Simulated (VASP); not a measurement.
# ZnO (Fm-3m) in VASP: a series of runs

Runs on ZnO. Level: PBE. Tasks: single point, relaxation of cell and atoms.

Program: VASP 6.6.1. These are calculated values, not measurements. Logs are shortened: lines on timing, memory, paths and dates and some standing lists are left out, and cuts for length are marked.

### Step 1. The cell of the first run

The structure is cubic, space group Fm-3m (No. 225). The conventional cell has a = 4.330 Å, b = 4.330 Å, c = 4.330 Å, α = 90.00°, β = 90.00°, γ = 90.00°. Within 2.9 Å of Zn (site symmetry m-3m) lie 6 O at 2.16 Å. O (site symmetry m-3m) has 6 Zn at 2.16 Å within 2.9 Å.

### Step 2. Single point, PBE

Contents of INCAR:

```
ALGO = Normal
EDIFF = 1E-6
ENCUT = 520
GGA = PE
ISIF = 2
ISMEAR = 0
LASPH = True
LCHARG = True
LELF = True
LREAL = False
LVHAR = True
LWAVE = False
NBANDS = 16
NELM = 60
PREC = Accurate
SIGMA = 0.02
```

Contents of KPOINTS:

```
k-points
0
Gamma
  12 12 12
```

Contents of POSCAR:

```
ZnO
1.0
    0.0000000000      2.1649350768      2.1649350768
    2.1649350768      0.0000000000      2.1649350768
    2.1649350768      2.1649350768      0.0000000000
Zn O
1 1
Direct
    0.0000000000      0.0000000000      0.0000000000
    0.5000000000      0.5000000000      0.5000000000
```

Potentials or basis: VASP PAW PBE potentials, release 64 (Zn, O).

Command:

```sh
> cat potpaw_PBE.64/Zn/POTCAR potpaw_PBE.64/O/POTCAR > POTCAR
> mpirun -np 1 vasp_std > vasp.out
```

OUTCAR:

```text
EDIFF = 1E-6
   ENCUT = 520
   GGA = PE
   ISIF = 2
   ISMEAR = 0
   LASPH = True
   LREAL = False
   NELM = 60
   PREC = Accurate

 ion  position               nearest neighbor table
   1  0.000  0.000  0.000-   2 2.16   2 2.16   2 2.16   2 2.16   2 2.16   2 2.16
   2  0.500  0.500  0.500-   1 2.16   1 2.16   1 2.16   1 2.16   1 2.16   1 2.16

  LATTYP: Found a face centered cubic cell.
 ALAT       =     4.3298701536

  Lattice vectors:

 A1 = (   0.0000000000,   2.1649350768,   2.1649350768)
 A2 = (   2.1649350768,   0.0000000000,   2.1649350768)
 A3 = (   2.1649350768,   2.1649350768,   0.0000000000)

Analysis of symmetry for initial positions (statically):
=====================================================================
 Subroutine PRICEL returns:
 Original cell was already a primitive cell.

 Routine SETGRP: Setting up the symmetry group for a
 face centered cubic supercell.

 Subroutine GETGRP returns: Found 48 space group operations
 (whereof 48 operations were pure point group operations)
 out of a pool of 48 trial point group operations.

The static configuration has the point symmetry O_h .

Analysis of symmetry for dynamics (positions and initial velocities):
=====================================================================
 Subroutine PRICEL returns:
 Original cell was already a primitive cell.

 Routine SETGRP: Setting up the symmetry group for a
 face centered cubic supercell.

 Subroutine GETGRP returns: Found 48 space group operations
 (whereof 48 operations were pure point group operations)
 out of a pool of 48 trial point group operations.

The dynamic configuration has the point symmetry O_h .

 Subroutine INISYM returns: Found 48 space group operations
 (whereof 48 operations are pure point group operations),
 and found     1 'primitive' translations

----------------------------------------------------------------------------------------

                                     Primitive cell

  volume of cell :      20.2939

  direct lattice vectors                    reciprocal lattice vectors
     0.000000000  2.164935077  2.164935077    -0.230953808  0.230953808  0.230953808
     2.164935077  0.000000000  2.164935077     0.230953808 -0.230953808  0.230953808
     2.164935077  2.164935077  0.000000000     0.230953808  0.230953808 -0.230953808

  length of vectors
     3.061680547  3.061680547  3.061680547     0.400023730  0.400023730  0.400023730

  position of ions in fractional coordinates (direct lattice)
     0.000000000  0.000000000  0.000000000
     0.500000000  0.500000000  0.500000000

  ion indices of the primitive-cell ions
   primitive index   ion index
                 1           1
                 2           2

----------------------------------------------------------------------------------------

 KPOINTS: k-points

Automatic generation of k-mesh.
 Grid dimensions read from file:
 generate k-points for:   12   12   12

 Generating k-lattice:

  Cartesian coordinates                     Fractional coordinates (reciprocal lattice)
    -0.019246151  0.019246151  0.019246151     0.083333333  0.000000000  0.000000000
     0.019246151 -0.019246151  0.019246151     0.000000000  0.083333333  0.000000000
     0.019246151  0.019246151 -0.019246151     0.000000000  0.000000000  0.083333333

  Length of vectors
     0.033335311  0.033335311  0.033335311

  Shift w.r.t. Gamma in fractional coordinates (k-lattice)
     0.000000000  0.000000000  0.000000000

 Subroutine IBZKPT returns following result:
 ===========================================

 Found     72 irreducible k-points:

 Following reciprocal coordinates:
            Coordinates               Weight
  0.000000  0.000000  0.000000      1.000000
  0.083333  0.000000  0.000000      8.000000
  0.166667  0.000000  0.000000      8.000000
  0.250000  0.000000  0.000000      8.000000
  0.333333  0.000000  0.000000      8.000000
  0.416667  0.000000  0.000000      8.000000
[... 16 lines left out ...]
  0.500000  0.166667  0.000000     24.000000
 -0.416667  0.166667  0.000000     24.000000
 [... further k-points ...]
   k-points           NKPTS =     72   k-points in BZ     NKDIM =     72   number of bands    NBANDS=     16
   number of dos      NEDOS =    301   number of ions     NIONS =      2
   total plane-waves  NPLWV =  13824
   dimension x,y,z NGX =    24 NGY =   24 NGZ =   24
   dimension x,y,z NGXF=    48 NGYF=   48 NGZF=   48
   ions per type =               1   1
   NGX,Y,Z   is equivalent  to a cutoff of  13.03, 13.03, 13.03 a.u.
   NGXF,Y,Z  is equivalent  to a cutoff of  26.06, 26.06, 26.06 a.u.
 SYSTEM =  unknown system
   PREC   = accura    normal or accurate (medium, high low for compatibility)
   ISTART =      0    job   : 0-new  1-cont  2-samecut
   ICHARG =      2    charge: 1-file 2-atom 10-const
   ISPIN  =      1    spin polarized calculation?
   LNONCOLLINEAR =      F non collinear calculations
   LSORBIT =      F    spin-orbit coupling
   LASPH  =      T    aspherical Exc in radial PAW
   ENCUT  =  520.0 eV  38.22 Ry    6.18 a.u.   5.69  5.69  5.69*2*pi/ulx,y,z
   NELM   =     60;   NELMIN=  2; NELMDL= -5     # of ELM steps
   EDIFF  = 0.1E-05   stopping-criterion for ELM
   LREAL  =      F    real-space projection
   EDIFFG = 0.1E-04   stopping-criterion for IOM
   NSW    =      0    number of steps for IOM
   IBRION =     -1    ionic relax: 0-MD 1-quasi-New 2-CG
   NFREE  =      0    steps in history (QN), initial steepest desc. (CG)
   ISIF   =      2    stress and relaxation
   ISYM   =      2    0-nonsym 1-usesym 2-fastsym
   POTIM  = 0.5000    time-step for ionic-motion
   TEBEG  =    0.0;   TEEND  =   0.0 temperature during run
   PSTRESS=    0.0 pullay stress
   NELECT =      18.0000    total number of electrons
   NUPDOWN=      -1.0000    fix difference up-down
   EMIN   =  10.00;   EMAX   =-10.00  energy-range for DOS
   EFERMI =   0.00;   METHOD = LEGACY
   ISMEAR =     0;   SIGMA  =   0.02  broadening in eV -4-tet -1-fermi 0-gaus
   EFERMI_NEDOS =   21; number of points for ismear=-14 and -15
   IALGO  =     38    algorithm
   IMIX   =      4    mixing-type and parameters
     AMIX     =   0.40;   BMIX     =  1.00
     AMIX_MAG =   1.60;   BMIX_MAG =  1.00
  volume/ion in A,a.u.               =      10.15        68.47
  Fermi-wavevector in a.u.,A,eV,Ry     =   1.572935  2.972416 33.662510  2.474125
  Thomas-Fermi vector in A             =   2.674295
   LORBIT       =      0    0 simple, 1 ext, 2 COOP (PROOUT), +10 PAW based schemes
   GGA     = PE    functional components
   LHFCALC =     F    Hartree Fock is set to
   AEXX    =    0.0000 exact exchange contribution
   IVDW    =     0    specifies the selected vdW correction
   LEPSILON=     F    determine dielectric tensor
   LRPA    =     F    only Hartree local field effects (RPA)
 non-spin polarized calculation
 Gauss-broadening in eV      SIGMA  =   0.02
  energy-cutoff  :      520.00
  volume of cell :       20.29
 maximum number of plane-waves:       568
   NGX = 11   NGY = 11   NGZ = 11

 number of electron      18.0000011 magnetization

 Free energy of the ion-electron system (eV)
  ---------------------------------------------------
  ext. energy  EPLUGINS =         0.00000000
  ---------------------------------------------------
  free energy    TOTEN  =        -8.63197340 eV

  energy without entropy =       -8.63197340  energy(sigma->0) =       -8.63197340

 E-fermi :   2.5277     XC(G=0): -12.0980

 val. band max:        2.3795608654   @ k =   0.5000   0.0000   0.0000
 cond. band min:       3.1008502599   @ k =   0.0000   0.0000   0.0000
 fundamental gap:      0.7212893945
 Fermi energy:         2.5277252599

 k-point     1 :       0.0000    0.0000    0.0000
  band No.  band energies     occupation
      1     -15.9008      2.00000
      2      -2.4224      2.00000
      3      -2.4224      2.00000
      4      -2.4224      2.00000
      5      -2.2225      2.00000
      6      -2.2225      2.00000
[... 8 lines left out ...]
     15      21.2958      0.00000
     16      21.2958      0.00000

 k-point     2 :       0.0833    0.0000    0.0000
  band No.  band energies     occupation
      1     -15.8284      2.00000
      2      -2.4686      2.00000
      3      -2.4233      2.00000
      4      -2.4233      2.00000
      5      -2.2873      2.00000
      6      -2.2873      2.00000
[... 8 lines left out ...]
     15      21.4820      0.00000
     16      21.4821      0.00000

 k-point     3 :       0.1667    0.0000    0.0000
  band No.  band energies     occupation
      1     -15.6239      2.00000
      2      -2.6773      2.00000
      3      -2.5748      2.00000
      4      -2.5748      2.00000
      5      -2.2930      2.00000
      6      -2.2930      2.00000
[... 8 lines left out ...]
     15      22.0868      0.00000
     16      22.0868      0.00000

 k-point     4 :       0.2500    0.0000    0.0000
  band No.  band energies     occupation
      1     -15.3243      2.00000
      2      -3.2038      2.00000
      3      -2.8318      2.00000
      4      -2.8318      2.00000
      5      -2.2116      2.00000
      6      -2.2116      2.00000
[... 8 lines left out ...]
     15      23.0792      0.00000
     16      23.0792      0.00000

 k-point     5 :       0.3333    0.0000    0.0000
  band No.  band energies     occupation
      1     -14.9972      2.00000
      2      -3.9222      2.00000
      3      -3.0647      2.00000
      4      -3.0647      2.00000
      5      -2.1221      2.00000
      6      -2.1221      2.00000
[... 8 lines left out ...]
     15      24.3772      0.00000
     16      24.3772      0.00000

 k-point     6 :       0.4167    0.0000    0.0000
  band No.  band energies     occupation
      1     -14.7354      2.00000
      2      -4.4948      2.00000
      3      -3.2216      2.00000
      4      -3.2216      2.00000
      5      -2.0546      2.00000
      6      -2.0546      2.00000
[... 8 lines left out ...]
     15      25.7765      0.00000
     16      25.7765      0.00000

 k-point     7 :       0.5000    0.0000    0.0000
  band No.  band energies     occupation
      1     -14.6343      2.00000
      2      -4.7092      2.00000
      3      -3.2765      2.00000
      4      -3.2765      2.00000
      5      -2.0296      2.00000
      6      -2.0296      2.00000
[... 8 lines left out ...]
     15      26.5585      0.00000
     16      26.5585      0.00000

 k-point     8 :       0.0833    0.0833    0.0000
  band No.  band energies     occupation
      1     -15.8052      2.00000
      2      -2.4485      2.00000
      3      -2.4415      2.00000
      4      -2.4216      2.00000
      5      -2.4216      2.00000
      6      -2.2100      2.00000
[... 8 lines left out ...]
     15      23.0091      0.00000
     16      23.0135      0.00000

 k-point     9 :       0.1667    0.0833    0.0000
  band No.  band energies     occupation
      1     -15.6470      2.00000
      2      -2.7265      2.00000
      3      -2.5356      2.00000
      4      -2.4630      2.00000
      5      -2.3760      2.00000
      6      -2.2185      2.00000
[... 8 lines left out ...]
     15      22.8591      0.00000
     16      23.7962      0.00000
[... 172 lines left out ...]
 k-point    19 :       0.1667    0.1667    0.0000
  band No.  band energies     occupation
      1     -15.5439      2.00000
      2      -2.9752      2.00000
      3      -2.5199      2.00000
      4      -2.4032      2.00000
      5      -2.4032      2.00000
      6      -2.1758      2.00000
[... 8 lines left out ...]
     15      25.6824      0.00000
     16      25.6824      0.00000

 k-point    20 :       0.2500    0.1667    0.0000
  band No.  band energies     occupation
      1     -15.3340      2.00000
      2      -3.2785      2.00000
      3      -2.6253      2.00000
      4      -2.4647      2.00000
      5      -2.3558      2.00000
      6      -2.1395      2.00000
[... 8 lines left out ...]
     15      25.7892      0.00000
     16      26.3306      0.00000

 k-point    21 :       0.3333    0.1667    0.0000
  band No.  band energies     occupation
      1     -15.0611      2.00000
      2      -3.6011      2.00000
      3      -2.8485      2.00000
      4      -2.6626      2.00000
      5      -2.2812      2.00000
      6      -2.0702      2.00000
[... 8 lines left out ...]
     15      25.7689      0.00000
     16      26.7746      0.00000

 k-point    22 :       0.4167    0.1667    0.0000
  band No.  band energies     occupation
      1     -14.7931      2.00000
      2      -3.9428      2.00000
      3      -3.0934      2.00000
      4      -2.8904      2.00000
      5      -2.1912      2.00000
      6      -2.0173      2.00000
[... 8 lines left out ...]
     15      25.8196      0.00000
     16      27.3477      0.00000

 k-point    23 :       0.5000    0.1667    0.0000
  band No.  band energies     occupation
      1     -14.6111      2.00000
      2      -4.2232      2.00000
      3      -3.2094      2.00000
      4      -3.0734      2.00000
      5      -2.1030      2.00000
      6      -2.0074      2.00000
[... 8 lines left out ...]
     15      25.5601      0.00000
     16      27.1589      0.00000

 k-point    24 :      -0.4167    0.1667    0.0000
  band No.  band energies     occupation
      1     -14.5803      2.00000
      2      -4.3002      2.00000
      3      -3.1771      2.00000
      4      -3.1743      2.00000
      5      -2.0446      2.00000
      6      -2.0399      2.00000
[... 8 lines left out ...]
     15      24.9845      0.00000
     16      25.7429      0.00000

 [... further k-points ...]
[... 5 lines left out ...]
  --------------------------------------------------------------------------------------
  -------------------------------------------------------------------------------------
  Total        0.1194096      0.1194096      0.1194096     -0.0000000     -0.0000000      0.0000000
  in kB        9.4272564      9.4272564      9.4272564     -0.0000000     -0.0000000      0.0000000
  external PRESSURE =       9.4272564 kB  Pullay stress =       0.0000000 kB

 VOLUME and BASIS-vectors are now :
 -----------------------------------------------------------------------------
  energy-cutoff  :      520.00
  volume of cell :       20.29
      direct lattice vectors                 reciprocal lattice vectors
     0.000000000  2.164935077  2.164935077    -0.230953808  0.230953808  0.230953808
     2.164935077  0.000000000  2.164935077     0.230953808 -0.230953808  0.230953808
     2.164935077  2.164935077  0.000000000     0.230953808  0.230953808 -0.230953808

 POSITION                                       TOTAL-FORCE (eV/Angst)
 -----------------------------------------------------------------------------------
      0.00000      0.00000      0.00000         0.000000      0.000000     -0.000000
      2.16494      2.16494      2.16494        -0.000000      0.000000      0.000000
 -----------------------------------------------------------------------------------
    total drift:                                0.000000     -0.000000     -0.000000

  FREE ENERGIE OF THE ION-ELECTRON SYSTEM (eV)
  ---------------------------------------------------
  free  energy   TOTEN  =        -8.6319733980 eV

  energy  without entropy=       -8.6319733980  energy(sigma->0) =       -8.63197340
```

Run time: 6.8 s. Hardware: 1 thread of Intel Xeon 6975P-C (Granite Rapids), shared host; peak memory 0.14 GiB.

Results:

```
Free energy            : -8.6320 eV
Pressure               : 0.9 GPa
Band gap on the k mesh : 0.72 eV, indirect (least direct gap 1.96 eV)
```

A k mesh can miss the band edges. PBE gaps usually lie below the measured ones, often by a third to a half.

### Step 3. Relaxation of cell and atoms, PBE

This run uses another cell than the first one, of 10.13 Å³/atom, 0.998 times its volume.

Contents of INCAR:

```
SYSTEM = ZnO
  PREC = Accurate
  ENCUT = 600
  EDIFF = 1E-6
  ISMEAR = 0
  SIGMA = 0.02
  LREAL = .False.
  LASPH = .True.
  NELM = 100
  ALGO = Normal
  ISIF = 3
  LWAVE = .False.
  LCHARG = .False.
  GGA = PE
  IBRION = 2
  NSW = 70
  EDIFFG = -0.02
```

Contents of KPOINTS:

```
Automatic mesh
0
Gamma
  12 12 12
  0 0 0
```

Contents of POSCAR:

```
ZnO
1.0
    0.0000000000      2.1634041867      2.1634041867
    2.1634041867      0.0000000000      2.1634041867
    2.1634041867      2.1634041867      0.0000000000
Zn O
1 1
Direct
    0.0000000000      0.0000000000      0.0000000000
    0.5000000000      0.5000000000      0.5000000000
```

Potentials or basis: VASP PAW PBE potentials, release 64 (Zn, O).

Command:

```sh
> cat potpaw_PBE.64/Zn/POTCAR potpaw_PBE.64/O/POTCAR > POTCAR
> mpirun -np 1 vasp_std > vasp.out
```

It took 12 s on 1 thread of Intel Xeon 6975P-C (Granite Rapids), shared host; peak memory 0.16 GiB.

The run converged. Its results:

- Free energy: -8.6341 eV
- Relaxed volume: 10.19 Å³/atom
- Relaxed cell: a = 3.066 Å, b = 3.066 Å, c = 3.066 Å, α = 60.00°, β = 60.00°, γ = 60.00°
- Space group after relaxing (to 0.05 Å): Fm-3m (No. 225)
- Energy gained by relaxing: 0.2 meV/atom
- Ionic steps: 3
- Pressure after relaxing: 0.0 GPa
- Band gap on the k mesh: 0.70 eV, indirect (least direct gap 1.93 eV)

Step by step:
```tsv
step	energy change (eV)	largest force (eV/Å)	pressure (GPa)	volume (Å³)
1	0.0000	0.0000	1.06	20.25
2	-0.0003	0.0000	-0.50	20.45
3	-0.0005	0.0000	-0.01	20.38
```

Final structure:
```yaml
crystal:
  lattice:
    - [0.00000, 2.16816, 2.16816]
    - [2.16816, 0.00000, 2.16816]
    - [2.16816, 2.16816, 0.00000]
  atoms:
    - { symbol: Zn, position: [0.00000, 0.00000, 0.00000] }
    - { symbol: O, position: [0.50000, 0.50000, 0.50000] }
```

Levels at points of the mesh, in eV from the valence-band top:
```
           k point  band 6  band 7  band 8  band 9  band 10  band 11  band 12  band 13
(0.00, 0.00, 0.00)   -4.60   -1.22   -1.22   -1.22     0.70    17.75    17.75    17.75
(0.50, 0.00, 0.00)   -4.41   -3.58    0.00    0.00     5.38     8.74    12.61    12.61
(0.50, 0.50, 0.00)   -4.30   -4.03   -2.59   -2.59     4.04    10.43    11.20    15.01
```

A k mesh can miss the band edges. Zero-point motion and thermal expansion aren't in these numbers.
